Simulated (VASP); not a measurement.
Set up this calculation in VASP 6.6.1, as the native input.

```yaml
Task: single point
Functional: PBEsol
Potentials_or_basis: VASP PAW PBE potentials, release 64 (Co, Si)
Cutoff: 520 eV
k_mesh: 12 × 12 × 12
Occupations: gaussian, width 0.15 eV
Spin: no spin polarisation
Dipole_correction: no
Further_INCAR_settings: ALGO = Normal; EDIFF = 1e-06; NBANDS = 16
```

The structure of CoSi2 lies in POSCAR:

```
CoSi2
1.0
    0.0000000000      2.6562539721      2.6562539721
    2.6562539721      0.0000000000      2.6562539721
    2.6562539721      2.6562539721      0.0000000000
Co Si
1 2
Direct
    0.0000000000      0.0000000000      0.0000000000
    0.2500000000      0.2500000000      0.2500000000
    0.7500000000      0.7500000000      0.7500000000
```

These files were run (other wordings do the same):

INCAR

```
PREC = Accurate ; ENCUT = 520
EDIFF = 1E-6 ; ISMEAR = 0
SIGMA = 0.15 ; LREAL = False
LASPH = True ; NELM = 60
ALGO = Normal ; ISIF = 2
LWAVE = False ; LCHARG = False
GGA = PS ; NBANDS = 16
```

KPOINTS

```
Automatic mesh
0
Gamma
  12 12 12
```

Potentials or basis: VASP PAW PBE potentials, release 64 (Co, Si).

Launch:

```sh
$ cat potpaw_PBE.64/Co/POTCAR potpaw_PBE.64/Si/POTCAR > POTCAR
$ mpirun -np 1 vasp_std > vasp.out
```

Results of the run:

```
Pressure : 0.0 GPa
```

Caveat: the PAW data sets were made with another functional, which shifts forces and pressure a little.

It took 19 s on 1 thread of Intel(R) Xeon(R) 6975P-C (Granite Rapids), with other jobs on the host, peak memory 0.18 GiB.
